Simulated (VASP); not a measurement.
LiCl, 2 atoms in the cell. Symmetry: F-43m, No. 216, cubic system. Conventional cell: a = 5.466 Å, b = 5.466 Å, c = 5.466 Å, α = 90.00°, β = 90.00°, γ = 90.00°. Within 3.1 Å of Li (site symmetry -43m) lie 4 Cl at 2.37 Å. Cl (site symmetry -43m) has 4 Li at 2.37 Å within 3.1 Å. 

* Program: VASP 6.6.1
* Task: single point
* Functional: PBE-based screened hybrid with 40 % exact exchange
* Potentials or basis: VASP PAW PBE potentials, release 64 (Li_sv, Cl)
* Cutoff: 520 eV
* k mesh: 4 × 4 × 4
* Occupations: gaussian, width 0.01 eV
* Spin: no spin polarisation
* Dipole correction: no
* Grid for exact exchange (PRECFOCK): Normal
* Share of exact exchange: 0.4
* Further INCAR settings: ALGO = Normal; EDIFF = 1e-07; NBANDS = 12
* Screening parameter: 0.2078 1/Å

Potentials or basis: VASP PAW PBE potentials, release 64 (Li_sv, Cl).

Command:

```sh
$ cat potpaw_PBE.64/Li_sv/POTCAR potpaw_PBE.64/Cl/POTCAR > POTCAR
$ cp INCAR.step1 INCAR
$ mpirun -np 1 vasp_std > vasp.out
$ cp INCAR.step2 INCAR
$ mpirun -np 1 vasp_std > vasp.out
```

Hardware: 1 thread of Intel(R) Xeon(R) 6975P-C (Granite Rapids), on a shared host.

Estimate the wall time of this run.

Wall time 67 s on 1 thread of Intel(R) Xeon(R) 6975P-C (Granite Rapids) (shared host), peak memory 0.26 GiB. Counts: k points 8.
